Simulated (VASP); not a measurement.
# PbS: single point with PBE+D3(BJ)

Crystal: PbS.

```
Pb S
1.0
     0.00000    2.96712    2.96712
     2.96712    0.00000    2.96712
     2.96712    2.96712    0.00000
Pb S
1 1
Direct
  0.00000 0.00000 0.00000
  0.50000 0.50000 0.50000
```

```yaml
Program: VASP 6.6.1
Task: single point
Functional: PBE
Dispersion: D3(BJ)
Potentials_or_basis: VASP PAW PBE potentials, release 64 (Pb_d, S)
Cutoff: 520 eV
k_mesh: 6 × 6 × 6
Occupations: fermi-dirac, width 0.02 eV
Spin: no spin polarisation
```

The pressure is -0.1 GPa and the band gap on the k mesh is 0.37 eV. The dispersion energy per atom is -0.347 eV.

Levels at points of the mesh, in eV from the valence-band top:
```
           k point  band 7  band 8  band 9  band 10  band 11  band 12  band 13  band 14
(0.00, 0.00, 0.00)   -6.04   -2.17   -2.17    -2.17     5.21     5.21     5.21     6.74
(0.50, 0.00, 0.00)   -8.84   -1.78   -1.78     0.00     0.37     1.97     1.97     8.66
(0.50, 0.50, 0.00)   -7.20   -5.18   -3.43    -3.43     3.87     5.57     5.68     5.68
```

Wall time 6.7 s on 1 thread of Intel(R) Xeon(R) Platinum 8559C (Emerald Rapids), with other jobs on the host, peak memory 0.18 GiB.

Caveat: spin-orbit coupling is left out, which moves the levels of the heavy elements. A k mesh can miss the band edges.
